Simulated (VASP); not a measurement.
# CaSe (F-43m) in VASP: further runs

The runs below take CaSe through single point, with PBE.

Program: VASP 6.6.1. These are calculated values, not measurements. Logs are shortened: lines on timing, memory, paths and dates and some standing lists are left out, and cuts for length are marked.

## Step 1: The cell of the first run

Symmetry: F-43m, No. 216, cubic system. The conventional cell has a = 6.559 Å, b = 6.559 Å, c = 6.559 Å, α = 90.00°, β = 90.00°, γ = 90.00°. Ca (site symmetry -43m) has 4 Se at 2.84 Å within 3.7 Å. Within 3.7 Å of Se (site symmetry -43m) lie 4 Ca at 2.84 Å.

## Step 2: Single point, PBE

INCAR reads:

```
ALGO = Normal
EDIFF = 1E-6
ENCUT = 500
GGA = PE
GGA_COMPAT = False
ISIF = 2
ISMEAR = 0
LASPH = True
LCHARG = False
LREAL = False
LWAVE = False
NBANDS = 15
NELM = 120
PREC = Accurate
SIGMA = 0.01
```

KPOINTS reads:

```
k-points
0
Gamma
  2 2 2
```

POSCAR reads:

```
CaSe
1.0
    0.0000000000      3.2795613675      3.2795613675
    3.2795613675      0.0000000000      3.2795613675
    3.2795613675      3.2795613675      0.0000000000
Ca Se
1 1
Direct
    0.0000000000      0.0000000000      0.0000000000
    0.2500000000      0.2500000000      0.2500000000
```

Potentials or basis: VASP PAW PBE potentials, release 64 (Ca_sv, Se).

On the command line:

```sh
> cat potpaw_PBE.64/Ca_sv/POTCAR potpaw_PBE.64/Se/POTCAR > POTCAR
> mpirun -np 1 vasp_std > vasp.out
```

OUTCAR:

```text
EDIFF = 1E-6
   ENCUT = 500
   GGA = PE
   ISIF = 2
   ISMEAR = 0
   LASPH = True
   LREAL = False
   NELM = 120
   PREC = Accurate

 ion  position               nearest neighbor table
   1  0.000  0.000  0.000-   2 2.84   2 2.84   2 2.84   2 2.84
   2  0.250  0.250  0.250-   1 2.84   1 2.84   1 2.84   1 2.84

  LATTYP: Found a face centered cubic cell.
 ALAT       =     6.5591227350

  Lattice vectors:

 A1 = (   0.0000000000,   3.2795613675,   3.2795613675)
 A2 = (   3.2795613675,   0.0000000000,   3.2795613675)
 A3 = (   3.2795613675,   3.2795613675,   0.0000000000)

Analysis of symmetry for initial positions (statically):
=====================================================================
 Subroutine PRICEL returns:
 Original cell was already a primitive cell.

 Routine SETGRP: Setting up the symmetry group for a
 face centered cubic supercell.

 Subroutine GETGRP returns: Found 24 space group operations
 (whereof 24 operations were pure point group operations)
 out of a pool of 48 trial point group operations.

The static configuration has the point symmetry T_d .

Analysis of symmetry for dynamics (positions and initial velocities):
=====================================================================
 Subroutine PRICEL returns:
 Original cell was already a primitive cell.

 Routine SETGRP: Setting up the symmetry group for a
 face centered cubic supercell.

 Subroutine GETGRP returns: Found 24 space group operations
 (whereof 24 operations were pure point group operations)
 out of a pool of 48 trial point group operations.

The dynamic configuration has the point symmetry T_d .

 Subroutine INISYM returns: Found 24 space group operations
 (whereof 24 operations are pure point group operations),
 and found     1 'primitive' translations

----------------------------------------------------------------------------------------

                                     Primitive cell

  volume of cell :      70.5468

  direct lattice vectors                    reciprocal lattice vectors
     0.000000000  3.279561367  3.279561367    -0.152459413  0.152459413  0.152459413
     3.279561367  0.000000000  3.279561367     0.152459413 -0.152459413  0.152459413
     3.279561367  3.279561367  0.000000000     0.152459413  0.152459413 -0.152459413

  length of vectors
     4.638000165  4.638000165  4.638000165     0.264067449  0.264067449  0.264067449
[... 67 lines left out ...]
   POTIM  = 0.5000    time-step for ionic-motion
   TEBEG  =    0.0;   TEEND  =   0.0 temperature during run
   PSTRESS=    0.0 pullay stress
   NELECT =      16.0000    total number of electrons
   NUPDOWN=      -1.0000    fix difference up-down
   EMIN   =  10.00;   EMAX   =-10.00  energy-range for DOS
   EFERMI =   0.00;   METHOD = LEGACY
   ISMEAR =     0;   SIGMA  =   0.01  broadening in eV -4-tet -1-fermi 0-gaus
   EFERMI_NEDOS =   21; number of points for ismear=-14 and -15
   IALGO  =     38    algorithm
   IMIX   =      4    mixing-type and parameters
     AMIX     =   0.40;   BMIX     =  1.00
     AMIX_MAG =   1.60;   BMIX_MAG =  1.00
  volume/ion in A,a.u.               =      35.27       238.04
  Fermi-wavevector in a.u.,A,eV,Ry     =   0.998364  1.886635 13.561354  0.996731
  Thomas-Fermi vector in A             =   2.130583
   LORBIT       =      0    0 simple, 1 ext, 2 COOP (PROOUT), +10 PAW based schemes
   GGA     = PE    functional components
   LHFCALC =     F    Hartree Fock is set to
   AEXX    =    0.0000 exact exchange contribution
   IVDW    =     0    specifies the selected vdW correction
   LEPSILON=     F    determine dielectric tensor
   LRPA    =     F    only Hartree local field effects (RPA)
 non-spin polarized calculation
 Gauss-broadening in eV      SIGMA  =   0.01
  energy-cutoff  :      500.00
  volume of cell :       70.55
 maximum number of plane-waves:      1807
 NGX is ok and might be reduce to    36
   NGX = 17   NGY = 17   NGZ = 17

 number of electron      16.0000003 magnetization

 Free energy of the ion-electron system (eV)
  ---------------------------------------------------
  ext. energy  EPLUGINS =         0.00000000
  ---------------------------------------------------
  free energy    TOTEN  =        -8.75650137 eV

  energy without entropy =       -8.75650137  energy(sigma->0) =       -8.75650137

 E-fermi :  -0.1212     XC(G=0):  -7.5462

 val. band max:       -0.2089398544   @ k =   0.5000   0.0000   0.0000
 cond. band min:       3.0011754476   @ k =   0.0000   0.0000   0.0000
 fundamental gap:      3.2101153020
 Fermi energy:        -0.1211971491

 k-point     1 :       0.0000    0.0000    0.0000
  band No.  band energies     occupation
      1     -39.2662      2.00000
      2     -20.2886      2.00000
      3     -20.2886      2.00000
      4     -20.2886      2.00000
      5     -10.4877      2.00000
      6      -0.2904      2.00000
      7      -0.2904      2.00000
      8      -0.2904      2.00000
      9       3.0012      0.00000
     10       5.1471      0.00000
     11       5.1471      0.00000
     12       7.1811      0.00000
     13       7.1811      0.00000
     14       7.1811      0.00000
[... 23 lines left out ...]
      2     -20.3361      2.00000
      3     -20.3019      2.00000
      4     -20.3019      2.00000
      5     -10.1397      2.00000
      6      -1.4495      2.00000
      7      -0.2281      2.00000
      8      -0.2281      2.00000
      9       3.3247      0.00000
     10       4.7586      0.00000
     11       5.8766      0.00000
     12       5.8766      0.00000
     13       5.9045      0.00000
     14       7.8141      0.00000
     15       9.1257      0.00000

------------------------ aborting loop because EDIFF is reached ----------------------------------------

  FORCE on cell =-STRESS in cart. coord.  units (eV):
  Direction    XX          YY          ZZ          XY          YZ          ZX
  --------------------------------------------------------------------------------------
  -------------------------------------------------------------------------------------
  Total        0.4727230      0.4727230      0.4727230     -0.0000000      0.0000000     -0.0000000
  in kB       10.7359396     10.7359396     10.7359396     -0.0000000      0.0000000     -0.0000000
  external PRESSURE =      10.7359396 kB  Pullay stress =       0.0000000 kB

 VOLUME and BASIS-vectors are now :
 -----------------------------------------------------------------------------
  energy-cutoff  :      500.00
  volume of cell :       70.55
      direct lattice vectors                 reciprocal lattice vectors
     0.000000000  3.279561367  3.279561367    -0.152459413  0.152459413  0.152459413
     3.279561367  0.000000000  3.279561367     0.152459413 -0.152459413  0.152459413
     3.279561367  3.279561367  0.000000000     0.152459413  0.152459413 -0.152459413

 POSITION                                       TOTAL-FORCE (eV/Angst)
 -----------------------------------------------------------------------------------
      0.00000      0.00000      0.00000         0.000000      0.000000      0.000000
      1.63978      1.63978      1.63978        -0.000000     -0.000000     -0.000000
 -----------------------------------------------------------------------------------
    total drift:                                0.000000      0.000000      0.000000

  FREE ENERGIE OF THE ION-ELECTRON SYSTEM (eV)
  ---------------------------------------------------
  free  energy   TOTEN  =        -8.7565013651 eV

  energy  without entropy=       -8.7565013651  energy(sigma->0) =       -8.75650137
```

OSZICAR:

```text
N       E                     dE             d eps       ncg     rms          rms(c)
DAV:   1     0.978995949340E+02    0.97900E+02   -0.70080E+03    90   0.916E+02
DAV:   2    -0.471294779597E+01   -0.10261E+03   -0.98439E+02   104   0.220E+02
DAV:   3    -0.902104616565E+01   -0.43081E+01   -0.42739E+01   118   0.440E+01
DAV:   4    -0.924968304534E+01   -0.22864E+00   -0.22846E+00   150   0.828E+00
DAV:   5    -0.925101566807E+01   -0.13326E-02   -0.13326E-02   111   0.777E-01    0.459E+00
DAV:   6    -0.879004205887E+01    0.46097E+00   -0.58819E-01   118   0.333E+00    0.271E+00
DAV:   7    -0.873668105245E+01    0.53361E-01   -0.30960E-01   111   0.278E+00    0.111E+00
DAV:   8    -0.875448656724E+01   -0.17806E-01   -0.36642E-02   111   0.145E+00    0.215E-01
DAV:   9    -0.875511612651E+01   -0.62956E-03   -0.44862E-03   118   0.530E-01    0.118E-01
DAV:  10    -0.875623850049E+01   -0.11224E-02   -0.97552E-04    97   0.177E-01    0.318E-02
DAV:  11    -0.875648999111E+01   -0.25149E-03   -0.35407E-04    97   0.106E-01    0.131E-02
DAV:  12    -0.875649638089E+01   -0.63898E-05   -0.12559E-05   125   0.200E-02    0.341E-03
DAV:  13    -0.875650125314E+01   -0.48723E-05   -0.79863E-06    90   0.127E-02    0.246E-03
DAV:  14    -0.875650136509E+01   -0.11195E-06   -0.38691E-07   109   0.322E-03
   1 F= -.87565014E+01 E0= -.87565014E+01  d E =-.207021E-35
```

stdout:

```text
POSCAR found type information on POSCAR CaSe
 POSCAR found :  2 types and       2 ions
 scaLAPACK will be used
 LDA part: xc-table for (Slater+PW92), standard interpolation
 POSCAR, INCAR and KPOINTS ok, starting setup
 FFT: planning ... GRIDC
 FFT: planning ... GRID_SOFT
 FFT: planning ... GRID
 WAVECAR not read
 entering main loop
```

Run time: 19 s. Hardware: 1 thread of AMD EPYC, shared host; peak memory 0.16 GiB.

Results:

```yaml
Free_energy: -8.7565 eV
Pressure: 1.1 GPa
Band_gap_on_the_k_mesh: 3.21 eV (least direct gap 3.29 eV)
```

Caveat: the k points lie up to 0.83 Å⁻¹ apart.

(Continued in part 2 of 2.)
